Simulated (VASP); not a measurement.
# Zn (Fm-3m) in VASP: notebook

Zn is run at these levels: PBEsol, r2SCAN; tasks: single point, relaxation of cell and atoms.

Program: VASP 6.6.1. These are calculated values, not measurements. Logs are shortened: lines on timing, memory, paths and dates and some standing lists are left out, and cuts for length are marked.

### 1 The cell of the first run

Symmetry: Fm-3m, No. 225, cubic system. Conventional cell: a = 3.838 Å, b = 3.838 Å, c = 3.838 Å, α = 90.00°, β = 90.00°, γ = 90.00°. Zn (site symmetry m-3m) has 12 Zn at 2.71 Å within 3.6 Å.

### 2 Single point, PBEsol

The input, INCAR:

```
SYSTEM = Zn
PREC = Accurate
ENCUT = 520
EDIFF = 1E-6
ISMEAR = 0
SIGMA = 0.1
LREAL = .False.
LASPH = .True.
NELM = 60
ALGO = Normal
ISIF = 2
LWAVE = .False.
LCHARG = .True.
GGA = PS
LELF = .True.
LVHAR = .True.
NBANDS = 12
```

The input, KPOINTS:

```
Automatic mesh
0
Gamma
  18 18 18
  0 0 0
```

The input, POSCAR:

```
Zn
1.0
    0.0000000000      1.9192176111      1.9192176111
    1.9192176111      0.0000000000      1.9192176111
    1.9192176111      1.9192176111      0.0000000000
Zn
1
Direct
    0.0000000000      0.0000000000      0.0000000000
```

Potentials or basis: VASP PAW PBE potentials, release 64 (Zn).

Started as:

```sh
cat potpaw_PBE.64/Zn/POTCAR > POTCAR
mpirun -np 1 vasp_std > vasp.out
```

OUTCAR:

```text
SYSTEM = Zn
   PREC = Accurate
   ENCUT = 520
   EDIFF = 1E-6
   ISMEAR = 0
   LREAL = .False.
   LASPH = .True.
   NELM = 60
   ISIF = 2
   GGA = PS

 ion  position               nearest neighbor table
   1  0.000  0.000  0.000-

  LATTYP: Found a face centered cubic cell.
 ALAT       =     3.8384352222

  Lattice vectors:

 A1 = (   0.0000000000,   1.9192176111,   1.9192176111)
 A2 = (   1.9192176111,   0.0000000000,   1.9192176111)
 A3 = (   1.9192176111,   1.9192176111,   0.0000000000)

Analysis of symmetry for initial positions (statically):
=====================================================================
 Subroutine PRICEL returns:
 Original cell was already a primitive cell.

 Routine SETGRP: Setting up the symmetry group for a
 face centered cubic supercell.

 Subroutine GETGRP returns: Found 48 space group operations
 (whereof 48 operations were pure point group operations)
 out of a pool of 48 trial point group operations.

The static configuration has the point symmetry O_h .

Analysis of symmetry for dynamics (positions and initial velocities):
=====================================================================
 Subroutine PRICEL returns:
 Original cell was already a primitive cell.

 Routine SETGRP: Setting up the symmetry group for a
 face centered cubic supercell.

 Subroutine GETGRP returns: Found 48 space group operations
 (whereof 48 operations were pure point group operations)
 out of a pool of 48 trial point group operations.

The dynamic configuration has the point symmetry O_h .

 Subroutine INISYM returns: Found 48 space group operations
 (whereof 48 operations are pure point group operations),
 and found     1 'primitive' translations

----------------------------------------------------------------------------------------

                                     Primitive cell

  volume of cell :      14.1385

  direct lattice vectors                    reciprocal lattice vectors
     0.000000000  1.919217611  1.919217611    -0.260522828  0.260522828  0.260522828
     1.919217611  0.000000000  1.919217611     0.260522828 -0.260522828  0.260522828
     1.919217611  1.919217611  0.000000000     0.260522828  0.260522828 -0.260522828

  length of vectors
     2.714183575  2.714183575  2.714183575     0.451238775  0.451238775  0.451238775

  position of ions in fractional coordinates (direct lattice)
     0.000000000  0.000000000  0.000000000

  ion indices of the primitive-cell ions
   primitive index   ion index
                 1           1

----------------------------------------------------------------------------------------

 KPOINTS: Automatic mesh

Automatic generation of k-mesh.
 Grid dimensions read from file:
 generate k-points for:   18   18   18

 Generating k-lattice:

  Cartesian coordinates                     Fractional coordinates (reciprocal lattice)
    -0.014473490  0.014473490  0.014473490     0.055555556  0.000000000  0.000000000
     0.014473490 -0.014473490  0.014473490     0.000000000  0.055555556  0.000000000
     0.014473490  0.014473490 -0.014473490     0.000000000  0.000000000  0.055555556

  Length of vectors
     0.025068821  0.025068821  0.025068821

  Shift w.r.t. Gamma in fractional coordinates (k-lattice)
     0.000000000  0.000000000  0.000000000

 Subroutine IBZKPT returns following result:
 ===========================================

 Found    195 irreducible k-points:

 Following reciprocal coordinates:
            Coordinates               Weight
  0.000000  0.000000  0.000000      1.000000
  0.055556  0.000000  0.000000      8.000000
  0.111111  0.000000  0.000000      8.000000
  0.166667  0.000000  0.000000      8.000000
  0.222222  0.000000  0.000000      8.000000
  0.277778  0.000000  0.000000      8.000000
[... 16 lines left out ...]
 -0.277778  0.055556  0.000000     24.000000
 -0.222222  0.055556  0.000000     24.000000
 [... further k-points ...]
   k-points           NKPTS =    195   k-points in BZ     NKDIM =    195   number of bands    NBANDS=     12
   number of dos      NEDOS =    301   number of ions     NIONS =      1
   total plane-waves  NPLWV =   8000
   dimension x,y,z NGX =    20 NGY =   20 NGZ =   20
   dimension x,y,z NGXF=    40 NGYF=   40 NGZF=   40
   ions per type =               1
   NGX,Y,Z   is equivalent  to a cutoff of  12.25, 12.25, 12.25 a.u.
   NGXF,Y,Z  is equivalent  to a cutoff of  24.50, 24.50, 24.50 a.u.
 SYSTEM =  Zn
   PREC   = accura    normal or accurate (medium, high low for compatibility)
   ISTART =      0    job   : 0-new  1-cont  2-samecut
   ICHARG =      2    charge: 1-file 2-atom 10-const
   ISPIN  =      1    spin polarized calculation?
   LNONCOLLINEAR =      F non collinear calculations
   LSORBIT =      F    spin-orbit coupling
   LASPH  =      T    aspherical Exc in radial PAW
   ENCUT  =  520.0 eV  38.22 Ry    6.18 a.u.   5.05  5.05  5.05*2*pi/ulx,y,z
   NELM   =     60;   NELMIN=  2; NELMDL= -5     # of ELM steps
   EDIFF  = 0.1E-05   stopping-criterion for ELM
   LREAL  =      F    real-space projection
   EDIFFG = 0.1E-04   stopping-criterion for IOM
   NSW    =      0    number of steps for IOM
   IBRION =     -1    ionic relax: 0-MD 1-quasi-New 2-CG
   NFREE  =      0    steps in history (QN), initial steepest desc. (CG)
   ISIF   =      2    stress and relaxation
   ISYM   =      2    0-nonsym 1-usesym 2-fastsym
   POTIM  = 0.5000    time-step for ionic-motion
   TEBEG  =    0.0;   TEEND  =   0.0 temperature during run
   PSTRESS=    0.0 pullay stress
   NELECT =      12.0000    total number of electrons
   NUPDOWN=      -1.0000    fix difference up-down
   EMIN   =  10.00;   EMAX   =-10.00  energy-range for DOS
   EFERMI =   0.00;   METHOD = LEGACY
   ISMEAR =     0;   SIGMA  =   0.10  broadening in eV -4-tet -1-fermi 0-gaus
   EFERMI_NEDOS =   21; number of points for ismear=-14 and -15
   IALGO  =     38    algorithm
   IMIX   =      4    mixing-type and parameters
     AMIX     =   0.40;   BMIX     =  1.00
     AMIX_MAG =   1.60;   BMIX_MAG =  1.00
  volume/ion in A,a.u.               =      14.14        95.41
  Fermi-wavevector in a.u.,A,eV,Ry     =   1.550010  2.929093 32.688398  2.402529
  Thomas-Fermi vector in A             =   2.654734
   LORBIT       =      0    0 simple, 1 ext, 2 COOP (PROOUT), +10 PAW based schemes
   GGA     = PS    functional components
   LHFCALC =     F    Hartree Fock is set to
   AEXX    =    0.0000 exact exchange contribution
   IVDW    =     0    specifies the selected vdW correction
   LEPSILON=     F    determine dielectric tensor
   LRPA    =     F    only Hartree local field effects (RPA)
 non-spin polarized calculation
 Gauss-broadening in eV      SIGMA  =   0.10
  energy-cutoff  :      520.00
  volume of cell :       14.14
 maximum number of plane-waves:       392
   NGX =  9   NGY =  9   NGZ =  9

 number of electron      12.0000011 magnetization

 Free energy of the ion-electron system (eV)
  ---------------------------------------------------
  ext. energy  EPLUGINS =         0.00000000
  ---------------------------------------------------
  free energy    TOTEN  =        -1.56023599 eV

  energy without entropy =       -1.55855545  energy(sigma->0) =       -1.55939572

 E-fermi :   3.3600     XC(G=0): -12.1008

 val. band max:        3.3396253452   @ k =  -0.4444   0.2222   0.0000
 cond. band min:       3.3881286264   @ k =  -0.3889   0.3889   0.0556
 fundamental gap:      0.0485032812
 Fermi energy:         3.3600175243

 k-point     1 :       0.0000    0.0000    0.0000
  band No.  band energies     occupation
      1      -7.5222      2.00000
      2      -4.3591      2.00000
      3      -4.3591      2.00000
      4      -4.3591      2.00000
      5      -3.9214      2.00000
      6      -3.9214      2.00000
      7      22.6672      0.00000
      8      22.6672      0.00000
      9      22.6672      0.00000
     10      22.8789      0.00000
     11      25.3561      0.00000
     12      25.3561      0.00000

 k-point     2 :       0.0556    0.0000    0.0000
  band No.  band energies     occupation
      1      -7.4242      2.00000
      2      -4.3685      2.00000
      3      -4.3468      2.00000
      4      -4.3468      2.00000
      5      -3.9251      2.00000
      6      -3.9251      2.00000
      7      20.7351      0.00000
      8      22.3183      0.00000
      9      22.3183      0.00000
     10      22.7908      0.00000
     11      25.8725      0.00000
     12      25.8725      0.00000

 k-point     3 :       0.1111    0.0000    0.0000
  band No.  band energies     occupation
      1      -7.1343      2.00000
      2      -4.3909      2.00000
      3      -4.3151      2.00000
      4      -4.3151      2.00000
      5      -3.9320      2.00000
      6      -3.9320      2.00000
      7      17.8930      0.00000
      8      21.6596      0.00000
      9      21.6596      0.00000
     10      22.6951      0.00000
     11      27.0327      0.00000
     12      27.0327      0.00000

 k-point     4 :       0.1667    0.0000    0.0000
  band No.  band energies     occupation
      1      -6.6696      2.00000
      2      -4.4046      2.00000
      3      -4.2801      2.00000
      4      -4.2801      2.00000
      5      -3.9279      2.00000
      6      -3.9279      2.00000
      7      15.0808      0.00000
      8      21.0186      0.00000
      9      21.0187      0.00000
     10      22.5364      0.00000
     11      28.0001      0.00000
     12      28.3078      0.00000

 k-point     5 :       0.2222    0.0000    0.0000
  band No.  band energies     occupation
      1      -6.0847      2.00000
      2      -4.3489      2.00000
      3      -4.2648      2.00000
      4      -4.2648      2.00000
      5      -3.8936      2.00000
      6      -3.8936      2.00000
      7      12.3876      0.00000
      8      20.4823      0.00000
      9      20.4823      0.00000
     10      22.3181      0.00000
     11      26.9097      0.00000
     12      26.9097      0.00000

 k-point     6 :       0.2778    0.0000    0.0000
  band No.  band energies     occupation
      1      -5.5509      2.00000
      2      -4.2778      2.00000
      3      -4.2778      2.00000
      4      -4.0467      2.00000
      5      -3.8258      2.00000
      6      -3.8258      2.00000
      7       9.8416      0.00000
      8      20.0707      0.00000
      9      20.0708      0.00000
     10      22.0589      0.00000
     11      25.6303      0.00000
     12      25.6303      0.00000

 k-point     7 :       0.3333    0.0000    0.0000
  band No.  band energies     occupation
      1      -5.2942      2.00000
      2      -4.3065      2.00000
      3      -4.3065      2.00000
      4      -3.7436      2.00000
      5      -3.7436      2.00000
      6      -3.2697      2.00000
      7       7.4598      0.00000
      8      19.7829      0.00000
      9      19.7829      0.00000
     10      21.7932      0.00000
     11      24.5819      0.00000
     12      24.5819      0.00000

 k-point     8 :       0.3889    0.0000    0.0000
  band No.  band energies     occupation
      1      -5.2313      2.00000
      2      -4.3363      2.00000
      3      -4.3363      2.00000
      4      -3.6687      2.00000
      5      -3.6687      2.00000
      6      -2.1091      2.00000
      7       5.2640      0.00000
      8      19.6056      0.00000
      9      19.6057      0.00000
     10      21.5637      0.00000
     11      23.7935      0.00000
     12      23.7935      0.00000
[... 166 lines left out ...]
 k-point    20 :      -0.4444    0.0556    0.0000
  band No.  band energies     occupation
      1      -5.1918      2.00000
      2      -4.3742      2.00000
      3      -4.3437      2.00000
      4      -3.6568      2.00000
      5      -3.6216      2.00000
      6      -0.1828      2.00000
      7       2.8335      2.00000
      8      18.0455      0.00000
      9      19.2708      0.00000
     10      20.8015      0.00000
     11      23.5951      0.00000
     12      24.7325      0.00000

 k-point    21 :      -0.3889    0.0556    0.0000
  band No.  band energies     occupation
      1      -5.1897      2.00000
      2      -4.3544      2.00000
      3      -4.3287      2.00000
      4      -3.6935      2.00000
      5      -3.6792      2.00000
      6      -1.5400      2.00000
      7       4.6573      0.00000
      8      17.7863      0.00000
      9      19.8522      0.00000
     10      21.2330      0.00000
     11      23.4962      0.00000
     12      24.9025      0.00000

 k-point    22 :      -0.3333    0.0556    0.0000
  band No.  band energies     occupation
      1      -5.2169      2.00000
      2      -4.3249      2.00000
      3      -4.3017      2.00000
      4      -3.7879      2.00000
      5      -3.7615      2.00000
      6      -2.7566      2.00000
      7       6.7843      0.00000
      8      17.7083      0.00000
      9      20.5045      0.00000
     10      21.7697      0.00000
     11      23.7049      0.00000
     12      25.1514      0.00000

 k-point    23 :      -0.2778    0.0556    0.0000
  band No.  band energies     occupation
      1      -5.3732      2.00000
      2      -4.2984      2.00000
      3      -4.2699      2.00000
      4      -4.0244      2.00000
      5      -3.8533      2.00000
      6      -3.5323      2.00000
      7       9.1069      0.00000
      8      17.8099      0.00000
      9      21.1521      0.00000
     10      22.3478      0.00000
     11      24.2826      0.00000
     12      25.4906      0.00000

 k-point    24 :      -0.2222    0.0556    0.0000
  band No.  band energies     occupation
      1      -5.8134      2.00000
      2      -4.3614      2.00000
      3      -4.2482      2.00000
      4      -4.2387      2.00000
      5      -3.9323      2.00000
      6      -3.7696      2.00000
      7      11.5986      0.00000
      8      18.0857      0.00000
      9      21.7555      0.00000
     10      22.8640      0.00000
     11      25.2458      0.00000
     12      25.9553      0.00000

 [... further k-points ...]
[... 5 lines left out ...]
  --------------------------------------------------------------------------------------
  -------------------------------------------------------------------------------------
  Total        0.0360815      0.0360815      0.0360815     -0.0000000      0.0000000     -0.0000000
  in kB        4.0887726      4.0887726      4.0887726     -0.0000000      0.0000000     -0.0000000
  external PRESSURE =       4.0887726 kB  Pullay stress =       0.0000000 kB

 VOLUME and BASIS-vectors are now :
 -----------------------------------------------------------------------------
  energy-cutoff  :      520.00
  volume of cell :       14.14
      direct lattice vectors                 reciprocal lattice vectors
     0.000000000  1.919217611  1.919217611    -0.260522828  0.260522828  0.260522828
     1.919217611  0.000000000  1.919217611     0.260522828 -0.260522828  0.260522828
     1.919217611  1.919217611  0.000000000     0.260522828  0.260522828 -0.260522828

 POSITION                                       TOTAL-FORCE (eV/Angst)
 -----------------------------------------------------------------------------------
      0.00000      0.00000      0.00000        -0.000000      0.000000     -0.000000
 -----------------------------------------------------------------------------------
    total drift:                                0.000000      0.000000     -0.000000

  FREE ENERGIE OF THE ION-ELECTRON SYSTEM (eV)
  ---------------------------------------------------
  free  energy   TOTEN  =        -1.5602359944 eV

  energy  without entropy=       -1.5585554499  energy(sigma->0) =       -1.55939572
```

Wall time 16 s (1 thread of Intel Xeon 6975P-C, shared host); peak memory 0.15 GiB.

What came out:

```yaml
Free_energy: -1.5602 eV
Pressure: 0.4 GPa
Band_gap_on_the_k_mesh: zero (band 6 reaches 5.16 eV, above the bottom of band 7 at 2.16 eV)
```

Levels at points of the mesh, in eV from the Fermi level:
```tsv
k point	band 4	band 5	band 6	band 7	band 8	band 9
(0.00, 0.00, 0.00)	-7.72	-7.28	-7.28	19.31	19.31	19.31
(0.50, 0.00, 0.00)	-6.96	-6.96	-3.16	-1.20	16.13	16.13
(0.50, 0.50, 0.00)	-6.88	-6.88	-1.13	2.06	8.83	8.83
```

Caveat: the PAW data sets were made with another functional, which shifts forces and pressure a little.

(Part 1 of 2 ends here.)
